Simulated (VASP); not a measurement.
Ru, 2 atoms in the cell. The structure is hexagonal, space group P6_3/mmc (No. 194). Conventional cell: a = 2.548 Å, b = 2.548 Å, c = 4.051 Å, α = 90.00°, β = 90.00°, γ = 120.00°. Ru (site symmetry -6m2) has 12 Ru at 2.50 to 2.55 Å within 3.3 Å. 

```yaml
Program: VASP 6.6.1
Task: single point
Functional: PBE
Potentials_or_basis: VASP PAW PBE potentials, release 64 (Ru_pv)
Cutoff: 520 eV
k_mesh: 17 × 17 × 10
Occupations: fermi-dirac, width 0.08 eV
Spin: no spin polarisation
Dipole_correction: no
Further_INCAR_settings: ALGO = Normal; EDIFF = 1e-06; NBANDS = 21
```

Potentials or basis: VASP PAW PBE potentials, release 64 (Ru_pv).

Command:

```console
$ cat potpaw_PBE.64/Ru_pv/POTCAR > POTCAR
$ mpirun -np 1 vasp_std > vasp.out
```

Hardware: 1 thread of Intel(R) Xeon(R) Platinum 8488C (Sapphire Rapids) (shared host).

Question: How long does it take, and how much memory?

Answer: It took 52 s on 1 thread of Intel(R) Xeon(R) Platinum 8488C (Sapphire Rapids), on a shared host, peak memory 0.19 GiB. Counts: scf iterations 11, k points 198.
